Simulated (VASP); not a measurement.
# Cs3Br4 in VASP: notebook

The runs below take Cs3Br4 through relaxation of the atoms, single point, with r2SCAN.

Program: VASP 6.6.1. These are calculated values, not measurements. Logs are shortened: lines on timing, memory, paths and dates and some standing lists are left out, and cuts for length are marked.

## (1) The cell of the first run

The cell holds a slab with vacuum, 7 atoms: a = 4.323 Å, b = 4.323 Å, c = 27.968 Å, α = 90.00°, β = 90.00°, γ = 90.00°.

## (2) Relaxation of the atoms, r2SCAN

Input file POSCAR:

```
Cs3Br4
1.0
    4.3226051409      0.0000000000      0.0000000000
    0.0000000000      4.3226051409      0.0000000000
    0.0000000000      0.0000000000     27.9678154228
Br Cs
4 3
Direct
    0.5000000000      0.5000000000      0.2681653853
    0.5000000000      0.5000000000      0.4227217951
    0.5000000000      0.5000000000      0.5772782049
    0.5000000000      0.5000000000      0.7318346147
    0.0000000000      0.0000000000      0.3454435902
    0.0000000000      0.0000000000      0.5000000000
    0.0000000000      0.0000000000      0.6545564098
```

Input file INCAR.step1:

```
PREC = Accurate
ENCUT = 500
ISMEAR = 0
SIGMA = 0.05
LREAL = F
LASPH = T
NELM = 120
LDIPOL = T
IDIPOL = 3
DIPOL = 0.5 0.5 0.500
GGA = PE
ALGO = Normal
EDIFF = 1E-5
LWAVE = T
LCHARG = F
GGA_COMPAT = F
IBRION = 2
EDIFFG = -0.01
NELMIN = 4
NSW = 100
NELMDL = -8
KPAR = 4
```

Input file INCAR.step2:

```
PREC = Accurate
ENCUT = 500
EDIFF = 1E-7
ISMEAR = 0
SIGMA = 0.05
LREAL = F
LASPH = T
NELM = 120
ALGO = Normal
ISIF = 2
LWAVE = F
LCHARG = F
LDIPOL = T
IDIPOL = 3
DIPOL = 0.5 0.5 0.500
METAGGA = R2SCAN
LMIXTAU = T
IBRION = 2
NSW = 80
EDIFFG = -0.02
ISTART = 1
GGA_COMPAT = F
NELMIN = 4
KPAR = 4
```

Input file KPOINTS:

```
regular mesh
0
Gamma
  6 6 1
```

Potentials or basis: VASP PAW PBE potentials, release 64 (Br, Cs_sv).

Launch:

```
> cat potpaw_PBE.64/Br/POTCAR potpaw_PBE.64/Cs_sv/POTCAR > POTCAR
> cp INCAR.step1 INCAR
> mpirun -np 4 vasp_std > vasp.out
> cp INCAR.step2 INCAR
> mpirun -np 4 vasp_std > vasp.out
```

OUTCAR:

```text
PREC = Accurate
   ENCUT = 500
   EDIFF = 1E-7
   ISMEAR = 0
   LREAL = F
   LASPH = T
   NELM = 120
   ISIF = 2
   METAGGA = R2SCAN
   IBRION = 2
   NSW = 80
   EDIFFG = -0.02
   ISTART = 1
   NELMIN = 4

 ion  position               nearest neighbor table
   1  0.500  0.500  0.268-
   2  0.500  0.500  0.423-
   3  0.500  0.500  0.577-
   4  0.500  0.500  0.732-
   5  0.000  0.000  0.345-
   6  0.000  0.000  0.500-
   7  0.000  0.000  0.655-

  LATTYP: Found a simple tetragonal cell.
 ALAT       =     4.3226051409
 C/A-ratio  =     6.4701295888

  Lattice vectors:

 A1 = (   4.3226051409,   0.0000000000,   0.0000000000)
 A2 = (   0.0000000000,   4.3226051409,   0.0000000000)
 A3 = (   0.0000000000,   0.0000000000,  27.9678154228)

Analysis of symmetry for initial positions (statically):
=====================================================================
 Subroutine PRICEL returns:
 Original cell was already a primitive cell.

 Routine SETGRP: Setting up the symmetry group for a
 simple tetragonal supercell.

 Subroutine GETGRP returns: Found 16 space group operations
 (whereof 16 operations were pure point group operations)
 out of a pool of 16 trial point group operations.

The static configuration has the point symmetry D_4h.

Analysis of symmetry for dynamics (positions and initial velocities):
=====================================================================
 Subroutine PRICEL returns:
 Original cell was already a primitive cell.

 Routine SETGRP: Setting up the symmetry group for a
 simple tetragonal supercell.

 Subroutine GETGRP returns: Found 16 space group operations
 (whereof 16 operations were pure point group operations)
 out of a pool of 16 trial point group operations.

The dynamic configuration has the point symmetry D_4h.

 Subroutine INISYM returns: Found 16 space group operations
 (whereof 16 operations are pure point group operations),
 and found     1 'primitive' translations

----------------------------------------------------------------------------------------

                                     Primitive cell

  volume of cell :     522.5763

  direct lattice vectors                    reciprocal lattice vectors
     4.322605141  0.000000000  0.000000000     0.231341973  0.000000000  0.000000000
     0.000000000  4.322605141  0.000000000     0.000000000  0.231341973  0.000000000
     0.000000000  0.000000000 27.967815423     0.000000000  0.000000000  0.035755385

  length of vectors
     4.322605141  4.322605141 27.967815423     0.231341973  0.231341973  0.035755385

  position of ions in fractional coordinates (direct lattice)
     0.500000000  0.500000000  0.268165385
     0.500000000  0.500000000  0.422721795
     0.500000000  0.500000000  0.577278205
     0.500000000  0.500000000  0.731834615
     0.000000000  0.000000000  0.345443590
     0.000000000  0.000000000  0.500000000
     0.000000000  0.000000000  0.654556410

  ion indices of the primitive-cell ions
   primitive index   ion index
                 1           1
                 2           2
                 3           3
                 4           4
                 5           5
                 6           6
                 7           7

----------------------------------------------------------------------------------------

 KPOINTS: regular mesh

Automatic generation of k-mesh.
[... 24 lines left out ...]
  0.166667  0.000000  0.000000      4.000000
  0.333333  0.000000  0.000000      4.000000
  0.500000  0.000000  0.000000      2.000000
  0.166667  0.166667  0.000000      4.000000
  0.333333  0.166667  0.000000      8.000000
  0.500000  0.166667  0.000000      4.000000
  0.333333  0.333333  0.000000      4.000000
  0.500000  0.333333  0.000000      4.000000
  0.500000  0.500000  0.000000      1.000000
   k-points           NKPTS =     10   k-points in BZ     NKDIM =     10   number of bands    NBANDS=     33
   number of dos      NEDOS =    301   number of ions     NIONS =      7
   total plane-waves  NPLWV = 215040
   dimension x,y,z NGX =    32 NGY =   32 NGZ =  210
   dimension x,y,z NGXF=    64 NGYF=   64 NGZF=  420
   ions per type =               4   3
   NGX,Y,Z   is equivalent  to a cutoff of  12.31, 12.31, 12.48 a.u.
   NGXF,Y,Z  is equivalent  to a cutoff of  24.61, 24.61, 24.97 a.u.
 SYSTEM =  unknown system
   PREC   = accura    normal or accurate (medium, high low for compatibility)
   ISTART =      1    job   : 0-new  1-cont  2-samecut
   ICHARG =      0    charge: 1-file 2-atom 10-const
   ISPIN  =      1    spin polarized calculation?
   LNONCOLLINEAR =      F non collinear calculations
   LSORBIT =      F    spin-orbit coupling
   LASPH  =      T    aspherical Exc in radial PAW
   ENCUT  =  500.0 eV  36.75 Ry    6.06 a.u.   7.88  7.88 50.99*2*pi/ulx,y,z
   NELM   =    120;   NELMIN=  4; NELMDL=  0     # of ELM steps
   EDIFF  = 0.1E-06   stopping-criterion for ELM
   LREAL  =      F    real-space projection
   EDIFFG = -.2E-01   stopping-criterion for IOM
   NSW    =     80    number of steps for IOM
   IBRION =      2    ionic relax: 0-MD 1-quasi-New 2-CG
   NFREE  =      1    steps in history (QN), initial steepest desc. (CG)
   ISIF   =      2    stress and relaxation
   ISYM   =      2    0-nonsym 1-usesym 2-fastsym
   POTIM  = 0.5000    time-step for ionic-motion
   TEBEG  =    0.0;   TEEND  =   0.0 temperature during run
   PSTRESS=    0.0 pullay stress
   NELECT =      55.0000    total number of electrons
   NUPDOWN=      -1.0000    fix difference up-down
   EMIN   =  10.00;   EMAX   =-10.00  energy-range for DOS
   EFERMI =   0.00;   METHOD = LEGACY
   ISMEAR =     0;   SIGMA  =   0.05  broadening in eV -4-tet -1-fermi 0-gaus
   EFERMI_NEDOS =   21; number of points for ismear=-14 and -15
   IALGO  =     38    algorithm
   IMIX   =      4    mixing-type and parameters
     AMIX     =   0.40;   BMIX     =  1.00
     AMIX_MAG =   1.60;   BMIX_MAG =  1.00
  volume/ion in A,a.u.               =      74.65       503.79
  Fermi-wavevector in a.u.,A,eV,Ry     =   0.772940  1.460645  8.128616  0.597436
  Thomas-Fermi vector in A             =   1.874679
   LORBIT       =      0    0 simple, 1 ext, 2 COOP (PROOUT), +10 PAW based schemes
   METAGGA = R2SCAN    functional components
   LHFCALC =     F    Hartree Fock is set to
   AEXX    =    0.0000 exact exchange contribution
   IVDW    =     0    specifies the selected vdW correction
   LEPSILON=     F    determine dielectric tensor
   LRPA    =     F    only Hartree local field effects (RPA)
 conjugate gradient relaxation of ions
 non-spin polarized calculation
 Gauss-broadening in eV      SIGMA  =   0.05
  energy-cutoff  :      500.00
  volume of cell :      522.58
 maximum number of plane-waves:     13314
 NGX is ok and might be reduce to    32
   NGX = 15   NGY = 15   NGZ =101

--------------------------------------- Ionic step        1  -------------------------------------------

 number of electron      55.0000009 magnetization

 Free energy of the ion-electron system (eV)
  ---------------------------------------------------
  ext. energy  EPLUGINS =         0.00000000
  ---------------------------------------------------
  free energy    TOTEN  =      -138.82687266 eV

  energy without entropy =     -138.80742812  energy(sigma->0) =     -138.81715039

------------------------ aborting loop because EDIFF is reached ----------------------------------------

  FORCE on cell =-STRESS in cart. coord.  units (eV):
  Direction    XX          YY          ZZ          XY          YZ          ZX
  --------------------------------------------------------------------------------------
  -------------------------------------------------------------------------------------
  Total       -0.5498024     -0.5498024     -0.4683287      0.0000000     -0.0000000      0.0000000
  in kB       -1.6856504     -1.6856504     -1.4358587      0.0000000     -0.0000000      0.0000000
  external PRESSURE =      -1.6023865 kB  Pullay stress =       0.0000000 kB
[... 276 lines left out ...]
 number of electron      54.9999996 magnetization

------------------------ aborting loop because EDIFF is reached ----------------------------------------

 vacuum level on the upper side and lower side of the slab       (xc-potential included)         0.003         0.003

  FORCE on cell =-STRESS in cart. coord.  units (eV):
  Direction    XX          YY          ZZ          XY          YZ          ZX
  --------------------------------------------------------------------------------------
  -------------------------------------------------------------------------------------
  Total        0.2244385      0.2244385     -0.4673635      0.0000000      0.0000000      0.0000000
  in kB        0.6881105      0.6881105     -1.4328995      0.0000000      0.0000000      0.0000000
  external PRESSURE =      -0.0188929 kB  Pullay stress =       0.0000000 kB
[... 22 lines left out ...]
  FREE ENERGIE OF THE ION-ELECTRON SYSTEM (eV)
  ---------------------------------------------------
  free  energy   TOTEN  =      -138.8615078429 eV

  energy  without entropy=     -138.8328490490  energy(sigma->0) =     -138.84717845

 dipolmoment           0.000000      0.000000      0.000000 electrons x Angstroem

--------------------------------------- Ionic step        9  -------------------------------------------

 number of electron      55.0000007 magnetization

 dipolmoment           0.000000      0.000000     -0.000000 electrons x Angstroem

 Free energy of the ion-electron system (eV)
  ---------------------------------------------------
  ext. energy  EPLUGINS =         0.00000000
  ---------------------------------------------------
  free energy    TOTEN  =      -138.86262106 eV

  energy without entropy =     -138.83297354  energy(sigma->0) =     -138.84779730

 E-fermi :  -4.3031     XC(G=0):  -4.6810

 val. band max:       -4.3037406322   @ k =   0.3333   0.0000   0.0000
 cond. band min:      -4.3006596138   @ k =   0.5000   0.0000   0.0000
 fundamental gap:      0.0030810184
 Fermi energy:        -4.3031167491

 k-point     1 :       0.0000    0.0000    0.0000
  band No.  band energies     occupation
      1     -24.6507      2.00000
      2     -24.3891      2.00000
      3     -24.3883      2.00000
      4     -17.1808      2.00000
      5     -17.1751      2.00000
      6     -17.1360      2.00000
[... 349 lines left out ...]
     32       3.4200      0.00000
     33       3.6599      0.00000

------------------------ aborting loop because EDIFF is reached ----------------------------------------

 vacuum level on the upper side and lower side of the slab       (xc-potential included)        -0.002        -0.002

  FORCE on cell =-STRESS in cart. coord.  units (eV):
  Direction    XX          YY          ZZ          XY          YZ          ZX
  --------------------------------------------------------------------------------------
  -------------------------------------------------------------------------------------
  Total        0.3188926      0.3188926     -0.4069298      0.0000000     -0.0000000      0.0000000
  in kB        0.9776993      0.9776993     -1.2476146      0.0000000     -0.0000000      0.0000000
  external PRESSURE =       0.2359280 kB  Pullay stress =       0.0000000 kB
[... 22 lines left out ...]
  FREE ENERGIE OF THE ION-ELECTRON SYSTEM (eV)
  ---------------------------------------------------
  free  energy   TOTEN  =      -138.8626210599 eV

  energy  without entropy=     -138.8329735388  energy(sigma->0) =     -138.84779730

 reached required accuracy - stopping structural energy minimisation

 vacuum level on the upper side and lower side of the slab         3.744         3.744
```

It took 33 min on 4 MPI ranks of Intel Xeon 6975P-C (Granite Rapids), shared host; peak memory 0.71 GiB.

What came out:

```yaml
Free_energy: -138.8626 eV
Energy_gained_by_relaxing: 5.1 meV/atom
Ionic_steps: 9
Largest_force_after_relaxing: 0.018 eV/Å
Band_gap_on_the_k_mesh: zero (an odd number of electrons rules out a gap without spin polarisation)
```

Forces in eV/Å, atoms in the order of the input:
```
Br   0.000  0.000  0.013
Br   0.000  0.000  0.018
Br   0.000  0.000 -0.018
Br   0.000  0.000 -0.013
Cs   0.000  0.000  0.015
Cs   0.000  0.000  0.000
Cs   0.000  0.000 -0.015
```

The path:
```
step  energy change (eV)  largest force (eV/Å)  pressure (GPa)
   1              0.0000                0.1751           -0.16
   2             -0.0047                0.1604           -0.15
   3             -0.0167                0.1176           -0.13
   4             -0.0311                0.0651           -0.06
   5             -0.0230                0.1189            0.12
   6             -0.0337                0.0402           -0.01
   7             -0.0337                0.0389           -0.01
   8             -0.0346                0.0299            0.00
   9             -0.0357                0.0177            0.02
```

Final structure:
```
Br Cs
1.0
     4.32261    0.00000    0.00000
     0.00000    4.32261    0.00000
     0.00000    0.00000   27.96782
Br Cs
4 3
Direct
  0.50000 0.50000 0.27242
  0.50000 0.50000 0.42288
  0.50000 0.50000 0.57712
  0.50000 0.50000 0.72758
  0.00000 0.00000 0.34145
  0.00000 0.00000 0.50000
  0.00000 0.00000 0.65855
```

Caveat: the PAW data sets were made with another functional, which shifts forces and pressure a little; spin-orbit coupling is left out, which moves the levels of the heavy elements; an odd number of electrons without spin polarisation forces a metal; a magnetic or distorted state may lie lower.

## (3) Single point, r2SCAN

Input file POSCAR:

```
Cs3Br4
1.0
    4.3226051409      0.0000000000      0.0000000000
    0.0000000000      4.3226051409      0.0000000000
    0.0000000000      0.0000000000     27.9678154228
Br Cs
4 3
Direct
    0.5000000000      0.5000000000      0.2761901022
    0.5000000000      0.5000000000      0.4247601968
    0.5000000000      0.5000000000      0.5752401158
    0.5000000000      0.5000000000      0.7238100595
    0.0000000000      0.0000000000      0.3438311338
    0.0000000000      0.0000000000      0.4999994565
    0.0000000000      0.0000000000      0.6561689354
```

Input file INCAR.step1:

```
ALGO     = Normal         # electronic algorithm
DIPOL    = 0.5 0.5 0.500
EDIFF    = 1E-5           # SCF threshold, eV
ENCUT    = 440            # plane-wave cutoff, eV
GGA      = PE             # functional
GGA_COMPAT= F            
IDIPOL   = 3            
ISMEAR   = 0              # smearing method
LASPH    = T              # aspherical terms in the spheres
LCHARG   = F              # write CHGCAR
LDIPOL   = T            
LREAL    = F              # projectors in reciprocal space
LWAVE    = T              # write WAVECAR
NBANDS   = 36             # bands
NELM     = 120            # most SCF steps
NELMDL   = -8           
PREC     = Accurate       # precision mode
SIGMA    = 0.05           # smearing width, eV
```

Input file INCAR.step2:

```
ALGO     = Normal         # electronic algorithm
DIPOL    = 0.5 0.5 0.500
EDIFF    = 1E-6           # SCF threshold, eV
ENCUT    = 440            # plane-wave cutoff, eV
GGA_COMPAT= F            
IDIPOL   = 3            
ISIF     = 2              # what is computed and relaxed
ISMEAR   = 0              # smearing method
ISTART   = 1            
LASPH    = T              # aspherical terms in the spheres
LCHARG   = T              # write CHGCAR
LDIPOL   = T            
LELF     = T              # ELF
LMIXTAU  = T            
LREAL    = F              # projectors in reciprocal space
LVACPOTAV= T            
LVHAR    = T            
LWAVE    = F              # write WAVECAR
METAGGA  = R2SCAN         # meta-GGA
NBANDS   = 36             # bands
NELM     = 120            # most SCF steps
PREC     = Accurate       # precision mode
SIGMA    = 0.05           # smearing width, eV
```

Input file KPOINTS:

```
k-points
0
Gamma
  6 6 1
```

Potentials or basis: VASP PAW PBE potentials, release 64 (Br, Cs_sv).

Launch:

```
> cat potpaw_PBE.64/Br/POTCAR potpaw_PBE.64/Cs_sv/POTCAR > POTCAR
> cp INCAR.step1 INCAR
> mpirun -np 1 vasp_std > vasp.out
> cp INCAR.step2 INCAR
> mpirun -np 1 vasp_std > vasp.out
```

Run time: 8.7 min. Hardware: 1 thread of Intel Xeon 6975P-C (Granite Rapids), shared host; peak memory 0.51 GiB.

Results (log left out):

* Free energy: -138.8608 eV
* Largest force: 0.016 eV/Å
* Band gap on the k mesh: zero (an odd number of electrons rules out a gap without spin polarisation)
* Work function of the upper face: 8.03 eV
* Work function of the lower face: 8.03 eV

Forces in eV/Å, atoms in the order of the input:
```
Br   0.000  0.000 -0.003
Br   0.000  0.000 -0.016
Br   0.000  0.000  0.016
Br   0.000  0.000  0.003
Cs   0.000  0.000  0.006
Cs   0.000  0.000  0.000
Cs   0.000  0.000 -0.006
```

Levels at points of the mesh, in eV from the Fermi level:
```csv
k point,band 24,band 25,band 26,band 27,band 28,band 29,band 30,band 31,band 32,band 33
"(0.00, 0.00, 0.00)",-0.04,0.02,0.02,0.02,0.02,5.54,5.58,5.94,5.99,6.23
"(0.50, 0.00, 0.00)",-0.18,-0.13,-0.08,-0.01,0.00,6.07,6.37,6.54,6.59,7.12
"(0.50, 0.50, 0.00)",-0.58,-0.54,-0.54,-0.18,0.03,6.29,6.76,7.48,7.83,8.06
```

Caveat: the PAW data sets were made with another functional, which shifts forces and pressure a little; spin-orbit coupling is left out, which moves the levels of the heavy elements; an odd number of electrons without spin polarisation forces a metal; a magnetic or distorted state may lie lower.
